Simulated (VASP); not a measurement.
CdSe2:

```
CELL_PARAMETERS angstrom
1.91093 1.10328 6.06980
-1.91093 1.10328 6.06980
0.00000 -2.20656 6.06980
ATOMIC_POSITIONS crystal
Cd 0.00000 0.00000 0.00000
Se 0.75135 0.75135 0.75135
Se 0.24865 0.24865 0.24865
```

```yaml
Program: VASP 6.6.1
Task: relaxation of cell and atoms
Functional: PBEsol
Potentials_or_basis: VASP PAW PBE potentials, release 64 (Cd, Se)
Cutoff: 600 eV
k_mesh: 6 × 6 × 6
Occupations: fermi-dirac, width 0.03 eV
Spin: no spin polarisation
```

At the start: pressure -0.8 GPa; volume 25.59 Å³/atom.

Task: How do energy, volume and symmetry change on relaxing?

Result: Over 21 steps the energy falls by 136.0 meV/atom and the volume is 22.68 Å³/atom (-11.4 %); space group R-3m (No. 166, to 0.1 Å) before and after.

Step by step:
| step | energy change (eV) | largest force (eV/Å) | pressure (GPa) | volume (Å³) |
| --- | --- | --- | --- | --- |
| 1 | 0.0000 | 0.5003 | -0.81 | 76.78 |
| 2 | -0.0463 | 0.5818 | -0.54 | 75.35 |
| 3 | -0.1965 | 0.8198 | 0.79 | 71.06 |
| 4 | -0.2353 | 0.3251 | 8.34 | 62.53 |
| 5 | -0.2903 | 0.9292 | 3.17 | 67.41 |
| 6 | -0.3094 | 0.7640 | 5.32 | 64.97 |
| 7 | -0.3211 | 0.6548 | 5.17 | 64.91 |
| 8 | -0.3353 | 0.2963 | 4.88 | 64.73 |
| 9 | -0.3519 | 0.2686 | 4.12 | 65.25 |
| 10 | -0.3868 | 0.1880 | 2.03 | 66.85 |
| 11 | -0.3963 | 0.0409 | -1.40 | 70.10 |
| 12 | -0.4015 | 0.0921 | -0.26 | 68.91 |
| 13 | -0.4015 | 0.0963 | -0.15 | 68.82 |
| 14 | -0.4021 | 0.0944 | -0.14 | 68.78 |
| 15 | -0.4036 | 0.0886 | -0.09 | 68.67 |
| 16 | -0.4060 | 0.0771 | -0.04 | 68.45 |
| 17 | -0.4076 | 0.0535 | 0.11 | 67.99 |
| 18 | -0.4077 | 0.0566 | 0.08 | 68.06 |
| 19 | -0.4080 | 0.0247 | -0.04 | 68.14 |
| 20 | -0.4080 | 0.0071 | -0.12 | 68.19 |
| 21 | -0.4081 | 0.0026 | 0.03 | 68.04 |

Final structure:
```
Cd Se
1.0
     1.92278    1.11012    5.31290
    -1.92278    1.11012    5.31290
     0.00000   -2.22023    5.31290
Cd Se
1 2
Direct
  0.00000 0.00000 0.00000
  0.76668 0.76668 0.76668
  0.23332 0.23332 0.23332
```

Caveat: the PAW data sets were made with another functional, which shifts forces and pressure a little.
